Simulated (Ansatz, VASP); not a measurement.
**WC4: VASP beside Ansatz**

```
W C
1.0
     3.46211    0.00000    0.00000
    -1.73106    2.99828    0.00000
     0.00000    0.00000    5.57067
W C
1 4
Direct
  0.00000 0.00000 0.00000
  0.33333 0.66667 0.00000
  0.00000 0.00000 0.62062
  0.00000 0.00000 0.37938
  0.66667 0.33333 0.50000
```

Alike in both runs: functional PBE; k mesh 5 × 5 × 3; occupations gaussian, width 0.2 eV; no spin polarisation.

Ansatz relaxed the structure, and its values are those at the end. VASP's run is a single point on that final structure, the one shown.

```csv
,VASP,Ansatz
version,VASP 6.6.1,Ansatz 0.2.0
potentials or method,"VASP PAW PBE potentials, release 64 (W_sv, C), cutoff 600 eV","scalar-relativistic, plane waves, PAW"
valence electrons in the cell,30,30
```

Ansatz gave:

- gap on the k mesh at the Fermi level (eV): none
- pressure (GPa): 0.1
- rms of the force components (eV/Å): 0.029

Task: Estimate VASP's values.

Result: gap on the k mesh at the Fermi level (eV): none; pressure (GPa): 0.4; rms of the force components (eV/Å): 0.051.

A gap of «none» marks a metal or a gap that the smearing closes.

The k mesh is coarse, so the values compare programs but aren't converged. Neither program's run includes spin-orbit coupling.
